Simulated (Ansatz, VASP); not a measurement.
SiO2 in VASP and in Ansatz

INCAR

```
  ALGO = Normal
  EDIFF = 1E-6
  ENCUT = 520
  GGA = PE
  ISIF = 2
  ISMEAR = 0
  LASPH = T
  LCHARG = F
  LREAL = F
  LWAVE = F
  NBANDS = 25
  NELM = 100
  PREC = Accurate
  SIGMA = 0.05
```

The input KPOINTS:

```
k-points
0
Gamma
  6 6 10
```

POSCAR

```
SiO2
1.0
    4.2358788249      0.0000000000      0.0000000000
    0.0000000000      4.2358788249      0.0000000000
    0.0000000000      0.0000000000      2.6897743053
Si O
2 4
Direct
    0.5000000000      0.5000000000      0.5000000000
    0.0000000000      0.0000000000      0.0000000000
    0.6930127928      0.6930127928      0.0000000000
    0.1930127928      0.8069872072      0.5000000000
    0.3069872072      0.3069872072      0.0000000000
    0.8069872072      0.1930127928      0.5000000000
```

Input for Ansatz:

```yaml
crystal:
  lattice:
    - [4.2358788249, 0.0, 0.0]
    - [0.0, 4.2358788249, 0.0]
    - [0.0, 0.0, 2.6897743053]
  atoms:
    - { symbol: Si, position: [0.5, 0.5, 0.5] }
    - { symbol: Si, position: [0.0, 0.0, 0.0] }
    - { symbol: O, position: [0.6930127928, 0.6930127928, 0.0] }
    - { symbol: O, position: [0.1930127928, 0.8069872072, 0.5] }
    - { symbol: O, position: [0.3069872072, 0.3069872072, 0.0] }
    - { symbol: O, position: [0.8069872072, 0.1930127928, 0.5] }
basis:
  ecutwfc: 520.0
kpoints:
  mp_grid: { grid: [6, 6, 10] }
hamiltonian:
  xc: pbe
  pseudopotentials: { kind: paw, azcp: { folder: soft_1 } }
scf:
  occupations: { method: gaussian, width: 0.05 }
output:
  forces: true
  stress: true
  eigenvalues: true
  write_density: true
  write_potential: true
  elf: true
  volumetric_format: npy
```

Alike in both runs: task single point; functional PBE; k mesh 6 × 6 × 10; occupations gaussian, width 0.05 eV; no spin polarisation.

|  | VASP | Ansatz |
| --- | --- | --- |
| version | VASP 6.6.1 | Ansatz 0.2.0 |
| potentials or method | VASP PAW PBE potentials, release 64 (Si, O), cutoff 520 eV | scalar-relativistic, plane waves, PAW |
| valence electrons in the cell | 32 | 32 |

|  | VASP | Ansatz | Ansatz less VASP |
| --- | --- | --- | --- |
| gap on the k mesh at the Fermi level (eV) | 5.03 | 5.05 | +0.021 |
| least direct gap on the mesh (eV) | 5.03 | 5.05 | +0.021 |
| pressure (GPa) | 0.3 | 0.0 | -0.26 |
| traceless stress, the component that is largest in VASP (GPa) | 0.50 | 0.01 | -0.492 |
| rms of the force components (eV/Å) | 0.009 | 0.000 | -0.0094 |

Atom by atom the forces differ by 0.009 eV/Å (rms over components). With one functional, cell and mesh, what is left measures potentials, basis and numerics.
